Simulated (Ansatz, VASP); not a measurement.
C in VASP and in Ansatz

```
C
1.0
     0.00000    2.12700    3.34800
     1.22800    0.00000    3.34800
     1.22800    2.12700    0.00000
C
2
Direct
  0.00405 0.81674 0.52875
  0.83333 0.16667 0.83333
```

Alike in both runs: task single point; functional PBEsol; k mesh 14 × 14 × 14; occupations gaussian, width 0.05 eV; no spin polarisation.

|  | VASP | Ansatz |
| --- | --- | --- |
| version | VASP 6.6.1 | Ansatz 0.2.0 |
| potentials or method | VASP PAW PBE potentials, release 64 (C), cutoff 520 eV | scalar-relativistic, plane waves, PAW |
| valence electrons in the cell | 8 | 8 |

Ansatz gave:

* gap on the k mesh at the Fermi level (eV): none
* rms of the force components (eV/Å): 21.361

Task: Which values does VASP return?

Result: gap on the k mesh at the Fermi level (eV): none; rms of the force components (eV/Å): 21.928.

VASP's potentials were made for PBE, not for PBEsol. Atom by atom the forces differ by 0.575 eV/Å (rms over components). A gap of «none» marks a metal or a gap that the smearing closes. The functional is the same, so the differences come from potentials, cutoffs and numerics.
